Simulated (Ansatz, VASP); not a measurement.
Given: the input of a run of Ansatz 0.2.0 on AsAu3.

Contents of input.yaml:

```yaml
crystal:
  lattice:
    - [5.9589854558, 0.0, 0.0]
    - [-2.9794927279, 5.1606327855, 0.0]
    - [0.0, 0.0, 4.808907]
  atoms:
    - { symbol: Au, position: [0.166831505, 0.33366301, 0.25] }
    - { symbol: Au, position: [0.166831505, 0.833168495, 0.25] }
    - { symbol: Au, position: [0.66633699, 0.833168495, 0.25] }
    - { symbol: Au, position: [0.833168495, 0.66633699, 0.75] }
    - { symbol: Au, position: [0.833168495, 0.166831505, 0.75] }
    - { symbol: Au, position: [0.33366301, 0.166831505, 0.75] }
    - { symbol: As, position: [0.3333333333, 0.6666666667, 0.75] }
    - { symbol: As, position: [0.6666666667, 0.3333333333, 0.25] }
hamiltonian:
  xc: pbe
  pseudopotentials: { kind: paw }
kpoints:
  mp_grid: { grid: [5, 5, 6] }
scf:
  occupations: { method: fermi_dirac, width: 0.05 }
output:
  forces: true
  stress: true
  eigenvalues: true
```

Potentials or basis: Ansatz PAW.

Launch:

```sh
$ ansatz run input.yaml --threads 4 --pin off --max-ram 10240MiB --backend cpu --events-out ev --progress --plain --runs-dir out
```

Set up the same calculation for VASP 6.6.1. Potentials there: VASP PAW PBE potentials, release 64 (Au, As).

As run (the cutoff follows the program's own potentials):

Contents of INCAR:

```
SYSTEM = AsAu3
ALGO = Fast
EDIFF = 1E-6
ENCUT = 520
GGA = PE
ISIF = 2
ISMEAR = -1
LASPH = .True.
LCHARG = .False.
LREAL = .False.
LWAVE = .False.
NBANDS = 48
NELM = 80
PREC = Accurate
SIGMA = 0.05
```

Contents of KPOINTS:

```
k-points
0
Gamma
  5 5 6
  0 0 0
```

File POSCAR:

```
AsAu3
1.0
    5.9589854558      0.0000000000      0.0000000000
   -2.9794927279      5.1606327855      0.0000000000
    0.0000000000      0.0000000000      4.8089070000
Au As
6 2
Direct
    0.1668315050      0.3336630100      0.2500000000
    0.1668315050      0.8331684950      0.2500000000
    0.6663369900      0.8331684950      0.2500000000
    0.8331684950      0.6663369900      0.7500000000
    0.8331684950      0.1668315050      0.7500000000
    0.3336630100      0.1668315050      0.7500000000
    0.3333333333      0.6666666667      0.7500000000
    0.6666666667      0.3333333333      0.2500000000
```

Potentials or basis: VASP PAW PBE potentials, release 64 (Au, As).

Run with:

```sh
$ cat potpaw_PBE.64/Au/POTCAR potpaw_PBE.64/As/POTCAR > POTCAR
$ mpirun -np 1 vasp_std > vasp.out
```

Both were run:

|  | VASP | Ansatz | Ansatz less VASP |
| --- | --- | --- | --- |
| gap on the k mesh at the Fermi level (eV) | none | none | - |
| pressure (GPa) | -1.0 | -0.8 | +0.18 |
| traceless stress, the component that is largest in VASP (GPa) | -0.20 | -0.21 | -0.006 |
| rms of the force components (eV/Å) | 0.026 | 0.026 | -0.0003 |

Atom by atom the forces differ by 0.000 eV/Å (rms over components). A gap of «none» marks a metal or a gap that the smearing closes. VASP's potentials hold 76 valence electrons a cell and Ansatz's 144, so a difference there can come from the potentials and not from the codes.

Neither program's run includes spin-orbit coupling.
